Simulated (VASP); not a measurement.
# MgC2 (P-3m1) in VASP: notebook, part 2 of 2

VASP 6.6.1. Earlier steps stand in the parts before.

## 3. Relaxation of cell and atoms, PBEsol, target pressure 10 GPa, at which the enthalpy is minimised

File INCAR:

```
PREC = Accurate ; ENCUT = 600
EDIFF = 1E-6 ; ISMEAR = 1
SIGMA = 0.01 ; LREAL = F
LASPH = T ; NELM = 60
ALGO = Normal ; ISIF = 3
LWAVE = F ; LCHARG = F
GGA = PS ; IBRION = 2
NSW = 80 ; EDIFFG = -0.03
PSTRESS = 100.0
```

File KPOINTS:

```
regular mesh
0
Gamma
  5 5 3
```

File POSCAR:

```
MgC2
1.0
    3.1000000000      0.0000000000      0.0000000000
   -1.5500000000      2.6846787517      0.0000000000
    0.0000000000      0.0000000000      4.9600000000
Mg C
1 2
Direct
    0.0000000000      0.0000000000      0.0000000000
    0.3333333333      0.6666666667      0.2500000000
    0.6666666667      0.3333333333      0.7500000000
```

Potentials or basis: VASP PAW PBE potentials, release 64 (Mg, C).

Run with:

```bash
cat potpaw_PBE.64/Mg/POTCAR potpaw_PBE.64/C/POTCAR > POTCAR
mpirun -np 1 vasp_std > vasp.out
```

OUTCAR:

```text
PREC = Accurate
   ENCUT = 600
   EDIFF = 1E-6
   ISMEAR = 1
   LREAL = F
   LASPH = T
   NELM = 60
   ISIF = 3
   GGA = PS
   IBRION = 2
   NSW = 80
   EDIFFG = -0.03
   PSTRESS = 100.0

 ion  position               nearest neighbor table
   1  0.000  0.000  0.000-   2 2.18   3 2.18   2 2.18   3 2.18   3 2.18   2 2.18
   2  0.333  0.667  0.250-   1 2.18   1 2.18   1 2.18
   3  0.667  0.333  0.750-   1 2.18   1 2.18   1 2.18

  LATTYP: Found a hexagonal cell.
 ALAT       =     3.1000000000
 C/A-ratio  =     1.6000000000

  Lattice vectors:

 A1 = (   3.1000000000,   0.0000000000,   0.0000000000)
 A2 = (  -1.5500000000,   2.6846787517,   0.0000000000)
 A3 = (   0.0000000000,   0.0000000000,   4.9600000000)

Analysis of symmetry for initial positions (statically):
=====================================================================
 Subroutine PRICEL returns:
 Original cell was already a primitive cell.

 Routine SETGRP: Setting up the symmetry group for a
 hexagonal supercell.

 Subroutine GETGRP returns: Found 12 space group operations
 (whereof 12 operations were pure point group operations)
 out of a pool of 24 trial point group operations.

The static configuration has the point symmetry D_3d.

Analysis of symmetry for dynamics (positions and initial velocities):
=====================================================================
 Subroutine PRICEL returns:
 Original cell was already a primitive cell.

 Routine SETGRP: Setting up the symmetry group for a
 hexagonal supercell.

 Subroutine GETGRP returns: Found 12 space group operations
 (whereof 12 operations were pure point group operations)
 out of a pool of 24 trial point group operations.

The dynamic configuration has the point symmetry D_3d.

 Subroutine INISYM returns: Found 12 space group operations
 (whereof 12 operations are pure point group operations),
 and found     1 'primitive' translations

----------------------------------------------------------------------------------------

[... 86 lines left out ...]
   NFREE  =      1    steps in history (QN), initial steepest desc. (CG)
   ISIF   =      3    stress and relaxation
   ISYM   =      2    0-nonsym 1-usesym 2-fastsym
   POTIM  = 0.5000    time-step for ionic-motion
   TEBEG  =    0.0;   TEEND  =   0.0 temperature during run
   PSTRESS=  100.0 pullay stress
   NELECT =      10.0000    total number of electrons
   NUPDOWN=      -1.0000    fix difference up-down
   EMIN   =  10.00;   EMAX   =-10.00  energy-range for DOS
   EFERMI =   0.00;   METHOD = LEGACY
   ISMEAR =     1;   SIGMA  =   0.01  broadening in eV -4-tet -1-fermi 0-gaus
   EFERMI_NEDOS =   21; number of points for ismear=-14 and -15
   IALGO  =     38    algorithm
   IMIX   =      4    mixing-type and parameters
     AMIX     =   0.40;   BMIX     =  1.00
     AMIX_MAG =   1.60;   BMIX_MAG =  1.00
  volume/ion in A,a.u.               =      13.76        92.86
  Fermi-wavevector in a.u.,A,eV,Ry     =   1.020539  1.928539 14.170465  1.041500
  Thomas-Fermi vector in A             =   2.154114
   LORBIT       =      0    0 simple, 1 ext, 2 COOP (PROOUT), +10 PAW based schemes
   GGA     = PS    functional components
   LHFCALC =     F    Hartree Fock is set to
   AEXX    =    0.0000 exact exchange contribution
   IVDW    =     0    specifies the selected vdW correction
   LEPSILON=     F    determine dielectric tensor
   LRPA    =     F    only Hartree local field effects (RPA)
 conjugate gradient relaxation of ions
 non-spin polarized calculation
 Methfessel and Paxton  Order N= 1 SIGMA  =   0.01
  energy-cutoff  :      600.00
  volume of cell :       41.28
 maximum number of plane-waves:      1387
 NGX is ok and might be reduce to    28
   NGX = 13   NGY = 13   NGZ = 19

--------------------------------------- Ionic step        1  -------------------------------------------

 number of electron      10.0000000 magnetization

 Free energy of the ion-electron system (eV)
  ---------------------------------------------------
  ext. energy  EPLUGINS =         0.00000000
  ---------------------------------------------------
  free energy    TOTEN  =       -11.01868510 eV

  energy without entropy =      -11.01869168  energy(sigma->0) =      -11.01868729

 E-fermi :   1.6866     XC(G=0):  -9.7938

 val. band max:        1.6792129157   @ k =   0.2000   0.2000   0.3333
 cond. band min:       1.6932290393   @ k =   0.0000   0.2000   0.3333
 fundamental gap:      0.0140161236
 Fermi energy:         1.6866091174
[... 397 lines left out ...]
 k-point    12 :       0.4000    0.2000    0.3333
  band No.  band energies     occupation
      1      -4.9630      2.00000
      2      -3.5846      2.00000
      3       0.3362      2.00000
      4       3.7148      2.00000
      5       5.6524      2.00000
      6      13.7692      0.00000
      7      15.1053      0.00000
      8      17.9460      0.00000
      9      19.3759      0.00000

[... ionic steps 4 to 36 ...]

--------------------------------------- Ionic step       37  -------------------------------------------

 number of electron      10.0000000 magnetization

------------------------ aborting loop because EDIFF is reached ----------------------------------------
[... 73 lines left out ...]
--------------------------------------- Ionic step       39  -------------------------------------------

 number of electron      10.0000000 magnetization

 Free energy of the ion-electron system (eV)
  ---------------------------------------------------
  ext. energy  EPLUGINS =         0.00000000
  ---------------------------------------------------
  free energy    TOTEN  =       -19.41478353 eV

  energy without entropy =      -19.41478353  energy(sigma->0) =      -19.41478353

 E-fermi :   7.9946     XC(G=0): -12.0971

 val. band max:        7.9268800464   @ k =   0.2000   0.0000   0.3333
 cond. band min:      10.2846043314   @ k =   0.4000   0.0000   0.0000
 fundamental gap:      2.3577242850
 Fermi energy:         7.9945848506
[... 176 lines left out ...]
  energy  without entropy=      -19.4147835298  energy(sigma->0) =      -19.41478353

  enthalpy is  TOTEN    =       -17.9378291106 eV   P V=        1.4769544192

 reached required accuracy - stopping structural energy minimisation
```

OSZICAR:

```text
N       E                     dE             d eps       ncg     rms          rms(c)
DAV:   1     0.221529302662E+02    0.22153E+02   -0.51398E+03   216   0.103E+03
DAV:   2    -0.101319543747E+02   -0.32285E+02   -0.31565E+02   393   0.134E+02
DAV:   3    -0.111131322154E+02   -0.98118E+00   -0.97267E+00   236   0.257E+01
DAV:   4    -0.111245426063E+02   -0.11410E-01   -0.11405E-01   235   0.295E+00
[... 314 lines left out ...]
       N       E                     dE             d eps       ncg     rms          rms(c)
DAV:   1    -0.194148118599E+02   -0.87344E-03   -0.15405E-02   217   0.119E+00    0.289E-02
DAV:   2    -0.194147921828E+02    0.19677E-04   -0.13091E-04   283   0.103E-01    0.177E-02
DAV:   3    -0.194147838574E+02    0.83254E-05   -0.30410E-05   281   0.415E-02    0.561E-03
DAV:   4    -0.194147835298E+02    0.32760E-06   -0.37351E-06   222   0.122E-02
  39 F= -.17937829E+02 E0= -.17937829E+02  d E =-.110693E-03
```

CONTCAR:

```text
MgC2
   1.00000000000000
     2.6001419875761940   -0.0000000000000000    0.0000000000000000
    -1.3000709937880970    2.2517890146404000    0.0000000000000000
     0.0000000000000001   -0.0000000000000002    4.0415961438555863
  Mg              C
     1     2
Direct
     0.0000000000000000    0.0000000000000000    0.0000000000000000
     0.3333333332999970    0.6666666667000030    0.4412797735056636
     0.6666666667000030    0.3333333332999970    0.5587202264943361

  0.00000000E+00  0.00000000E+00  0.00000000E+00
  0.00000000E+00  0.00000000E+00  0.00000000E+00
  0.00000000E+00  0.00000000E+00  0.00000000E+00
```

It took 6.2 min on 1 thread of Intel Xeon 8259CL, shared host; peak memory 0.21 GiB.

Results:

```
Free energy                                                : -19.4148 eV
Relaxed volume                                             : 7.89 Å³/atom
Relaxed cell                                               : a = 2.600 Å, b = 2.600 Å, c = 4.042 Å, α = 90.00°, β = 90.00°, γ = 120.00°
Space group after relaxing (to 0.1 Å)                      : P-3m1 (No. 164)
Energy change on relaxing (the run minimises the enthalpy) : -2798.7 meV/atom
Ionic steps                                                : 39
Pressure after relaxing                                    : 10.2 GPa
Largest force after relaxing                               : 0.012 eV/Å
Band gap on the k mesh                                     : 2.36 eV (least direct gap 3.98 eV)
```

Forces on the atoms (eV/Å):
```
Mg   0.000  0.000  0.000
C    0.000  0.000  0.012
C    0.000  0.000 -0.012
```

The path:
```tsv
step	energy change (eV)	largest force (eV/Å)	pressure (GPa)	volume (Å³)
1	0.0000	1.1528	-0.68	41.28
2	-0.1150	2.3791	7.80	36.03
3	-0.0593	8.0366	41.38	27.11
4	5.8344	24.1675	427.70	13.75
5	1.4052	9.8194	78.79	24.63
6	1.3151	9.1642	71.94	25.29
7	1.3022	9.3317	73.06	25.14
8	1.2617	9.8134	76.59	24.67
9	1.1772	10.6899	84.45	23.76
10	1.0401	12.0772	104.27	22.00
11	0.6345	17.4516	154.65	18.72
12	3.2450	15.6209	440.75	13.09
13	1.3781	19.9329	219.56	16.79
14	1.8126	19.3916	308.75	14.87
15	1.5995	19.8165	278.48	15.43
16	1.4083	18.9233	297.05	15.00
17	1.3742	16.3155	344.95	14.14
18	1.0276	15.8222	334.22	14.24
19	0.0443	14.3806	303.68	14.56
20	-1.6811	11.6758	249.51	15.21
21	-4.2786	6.9565	164.24	16.57
22	-6.8370	0.5989	58.38	19.51
23	-7.1618	1.1305	32.59	20.76
24	-7.2103	1.6754	24.13	21.26
25	-7.3068	1.5415	22.27	21.42
26	-7.5586	1.0778	17.15	21.91
27	-7.9764	0.2240	7.53	22.88
28	-8.1025	3.0048	-5.74	24.77
29	-8.1602	1.4172	0.13	23.84
30	-8.2502	1.2469	3.33	23.63
31	-8.3299	0.9512	10.95	23.23
32	-8.3272	0.8297	15.15	23.04
33	-8.3694	0.1852	12.84	23.31
34	-8.3798	0.0815	11.86	23.44
35	-8.3904	0.0120	10.37	23.58
36	-8.3950	0.0216	9.67	23.65
37	-8.3952	0.0370	9.88	23.65
38	-8.3953	0.0540	10.13	23.65
39	-8.3961	0.0117	10.16	23.66
```

Final structure:
```
Mg C
1.0
     2.60014    0.00000    0.00000
    -1.30007    2.25179    0.00000
     0.00000    0.00000    4.04160
Mg C
1 2
Cartesian
  0.0000 0.0000 0.0000
  0.0000 1.5012 1.7835
  1.3001 0.7506 2.2581
```

Levels at points of the mesh, in eV from the valence-band top:
| k point | band 3 | band 4 | band 5 | band 6 | band 7 | band 8 |
| --- | --- | --- | --- | --- | --- | --- |
| (0.00, 0.00, 0.00) | -4.53 | -2.03 | -2.03 | 6.24 | 6.24 | 8.04 |

Caveat: the k points lie up to 0.56 Å⁻¹ apart in the final cell; the cell is relaxed towards a set pressure, so the run minimises the enthalpy, not the energy; the volume moved by over 15 % at a fixed basis, so the end points are rough; the PAW data sets were made with another functional, which shifts forces and pressure a little.

## 4. Relaxation of cell and atoms, PBEsol, target pressure 20 GPa, at which the enthalpy is minimised

File INCAR:

```
SYSTEM = MgC2
  PREC = Accurate
  ENCUT = 600
  EDIFF = 1E-7
  ISMEAR = 1
  SIGMA = 0.01
  LREAL = .False.
  LASPH = .True.
  NELM = 80
  ALGO = Normal
  ISIF = 3
  LWAVE = .False.
  LCHARG = .False.
  GGA = PS
  IBRION = 2
  NSW = 80
  EDIFFG = -0.03
  PSTRESS = 200.0
```

File KPOINTS:

```
Automatic mesh
0
Gamma
  5 5 3
  0 0 0
```

POSCAR is that of step 3.

Run with:

```bash
cat potpaw_PBE.64/Mg/POTCAR potpaw_PBE.64/C/POTCAR > POTCAR
mpirun -np 1 vasp_std > vasp.out
```

It took 4.6 min on 1 thread of Intel Xeon 8259CL, shared host; peak memory 0.2 GiB.

The run converged. Its results:

* Free energy: -19.3202 eV
* Relaxed volume: 7.55 Å³/atom
* Relaxed cell: a = 2.581 Å, b = 2.581 Å, c = 3.926 Å, α = 90.00°, β = 90.00°, γ = 120.00°
* Space group after relaxing (to 0.1 Å): P-3m1 (No. 164)
* Energy change on relaxing (the run minimises the enthalpy): -2767.2 meV/atom
* Ionic steps: 28
* Pressure after relaxing: 19.9 GPa
* Largest force after relaxing: 0.008 eV/Å
* Band gap on the k mesh: 2.44 eV (least direct gap 4.31 eV)

Forces on the atoms (eV/Å):
```
Mg   0.000  0.000  0.000
C    0.000  0.000 -0.008
C    0.000  0.000  0.008
```

Stress tensor (GPa, compression positive):
```
19.57  0.00  0.00
 0.00 19.57  0.00
 0.00  0.00 20.56
```

Step by step:
```
step  energy change (eV)  largest force (eV/Å)  pressure (GPa)  volume (Å³)
   1              0.0000                1.1533           -0.68        41.28
   2              0.3324                3.8611           26.01        31.54
   3              0.4289                4.2402           29.90        30.74
   4             -0.1870                6.4897           32.72        28.27
   5             -4.1323               12.6966           51.84        21.61
   6              6.2533                2.7165          620.83        11.40
   7             -4.0324               10.0941          169.37        16.68
   8             -3.2619                3.8709          241.72        15.10
   9             -3.8971                7.8809          195.45        16.02
  10             -4.0462                5.7676          201.13        15.84
  11             -4.0661                3.5235          208.42        15.65
  12             -4.3088                3.3780          198.04        15.83
  13             -4.9769                2.9657          169.20        16.39
  14             -6.0656                2.2386          120.64        17.55
  15             -7.4258                1.0989           51.85        20.03
  16             -7.9094                0.3550          -16.05        25.67
  17             -7.9364                0.2912           12.78        22.45
  18             -7.9029                0.3710           16.76        22.14
  19             -7.9464                0.3679           17.00        22.15
  20             -8.0582                0.3745           18.03        22.17
  21             -8.1973                0.4649           21.42        22.19
  22             -8.1043                0.8285           34.12        22.08
  23             -8.2253                0.5338           24.78        22.17
  24             -8.2250                0.5443           25.09        22.17
  25             -8.2698                0.2298           22.17        22.43
  26             -8.3015                0.0262           19.74        22.65
  27             -8.3003                0.0155           19.84        22.64
  28             -8.3015                0.0080           19.90        22.65
```

Final structure:
```
Mg C
1.0
     2.58120    0.00000    0.00000
    -1.29060    2.23538    0.00000
     0.00000    0.00000    3.92574
Mg C
1 2
Direct
  0.00000 0.00000 0.00000
  0.33333 0.66667 0.43841
  0.66667 0.33333 0.56159
```

Levels at points of the mesh, in eV from the valence-band top:
| k point | band 1 | band 2 | band 3 | band 4 | band 5 | band 6 | band 7 | band 8 | band 9 |
| --- | --- | --- | --- | --- | --- | --- | --- | --- | --- |
| (0.00, 0.00, 0.00) | -19.40 | -8.58 | -4.62 | -2.25 | -2.25 | 6.03 | 6.03 | 8.26 | 8.29 |

Caveat: the k points lie up to 0.56 Å⁻¹ apart in the final cell; the cell is relaxed towards a set pressure, so the run minimises the enthalpy, not the energy; the volume moved by over 15 % at a fixed basis, so the end points are rough; the PAW data sets were made with another functional, which shifts forces and pressure a little. A k mesh can miss the band edges.

## 5. Relaxation of cell and atoms, PBEsol, target pressure 30 GPa, at which the enthalpy is minimised

File INCAR:

```
ALGO = Normal
EDIFF = 1E-7
EDIFFG = -0.03
ENCUT = 600
GGA = PS
IBRION = 2
ISIF = 3
ISMEAR = 1
LASPH = T
LCHARG = F
LREAL = F
LWAVE = F
NELM = 60
NSW = 80
PREC = Accurate
PSTRESS = 300.0
SIGMA = 0.01
```

File KPOINTS:

```
k-points
0
Gamma
  5 5 3
```

POSCAR is that of step 4.

Run with:

```bash
cat potpaw_PBE.64/Mg/POTCAR potpaw_PBE.64/C/POTCAR > POTCAR
mpirun -np 1 vasp_std > vasp.out
```

It took 4.1 min on 1 thread of Intel Xeon 8259CL, shared host; peak memory 0.2 GiB.

Results (log left out):

```
Free energy                                                : -19.1969 eV
Relaxed volume                                             : 7.29 Å³/atom
Relaxed cell                                               : a = 2.562 Å, b = 2.562 Å, c = 3.846 Å, α = 90.00°, β = 90.00°, γ = 120.00°
Space group after relaxing (to 0.1 Å)                      : P-3m1 (No. 164)
Energy change on relaxing (the run minimises the enthalpy) : -2726.1 meV/atom
Ionic steps                                                : 21
Pressure after relaxing                                    : 29.7 GPa
Largest force after relaxing                               : 0.010 eV/Å
Band gap on the k mesh                                     : 2.55 eV (least direct gap 4.50 eV)
```

Forces in eV/Å, atoms in the order of the input:
```
Mg   0.000  0.000  0.000
C    0.000  0.000  0.010
C    0.000  0.000 -0.010
```

Stress tensor (GPa, compression positive):
```
29.54  0.00  0.00
 0.00 29.54  0.00
 0.00  0.00 30.09
```

Step by step:
```tsv
step	energy change (eV)	largest force (eV/Å)	pressure (GPa)	volume (Å³)
1	0.0000	1.1533	-0.68	41.28
2	1.3549	6.2603	57.42	27.44
3	0.7382	4.6549	37.29	30.03
4	-1.0569	8.9485	40.40	25.48
5	-1.9946	3.1717	279.65	14.49
6	-2.7344	13.8391	88.00	20.20
7	-5.0757	7.7128	145.11	17.15
8	-4.9793	5.1091	167.01	16.55
9	-5.2010	0.4671	168.07	16.43
10	-5.2290	0.7333	167.33	16.46
11	-5.8664	0.6741	138.38	17.12
12	-7.2243	0.5423	71.47	19.23
13	-8.1070	0.3712	-2.01	23.94
14	-7.9389	0.4433	24.87	21.64
15	-7.8962	0.4518	28.57	21.40
16	-7.9367	0.4089	28.72	21.42
17	-8.0348	0.3031	29.58	21.49
18	-8.1253	0.1959	33.19	21.59
19	-8.1261	0.1946	33.44	21.60
20	-8.1635	0.0634	30.81	21.78
21	-8.1782	0.0099	29.73	21.86
```

Final structure:
```
Mg C
1.0
     2.56177    0.00000    0.00000
    -1.28089    2.21856    0.00000
     0.00000    0.00000    3.84565
Mg C
1 2
Direct
  0.00000 0.00000 0.00000
  0.33333 0.66667 0.43656
  0.66667 0.33333 0.56344
```

Levels at points of the mesh, in eV from the valence-band top:
```
           k point  band 3  band 4  band 5  band 6  band 7  band 8
(0.00, 0.00, 0.00)   -4.68   -2.38   -2.38    5.94    5.94    8.45
```

Caveat: the k points lie up to 0.57 Å⁻¹ apart in the final cell; the cell is relaxed towards a set pressure, so the run minimises the enthalpy, not the energy; the volume moved by over 15 % at a fixed basis, so the end points are rough; the PAW data sets were made with another functional, which shifts forces and pressure a little. A k mesh can miss the band edges.

## 6. The runs side by side

```tsv
cell	gap on the mesh (eV)	pressure (GPa)	largest force (eV/Å)
relaxed	2.02	0.3	-
relaxed to 10 GPa	2.36	10.2	0.01
relaxed to 20 GPa	2.44	19.9	0.01
relaxed to 30 GPa	2.55	29.7	0.01
```

Alike in all rows: task relaxation of cell and atoms; level PBEsol; potentials or basis VASP PAW PBE potentials, release 64 (Mg, C); no spin polarisation; k mesh 5 × 5 × 3; cutoff (eV) 600; smearing methfessel-paxton 0.01 eV.

Caveats: all runs use coarse meshes; the volume moved by over 15 % at a fixed basis, so the end points are rough; the PAW data sets were made with another functional, which shifts forces and pressure a little; the cell is relaxed towards a set pressure, so the run minimises the enthalpy, not the energy (at least some runs).

Total energies depend on the potentials used, so only differences within one code and one set of settings carry meaning.
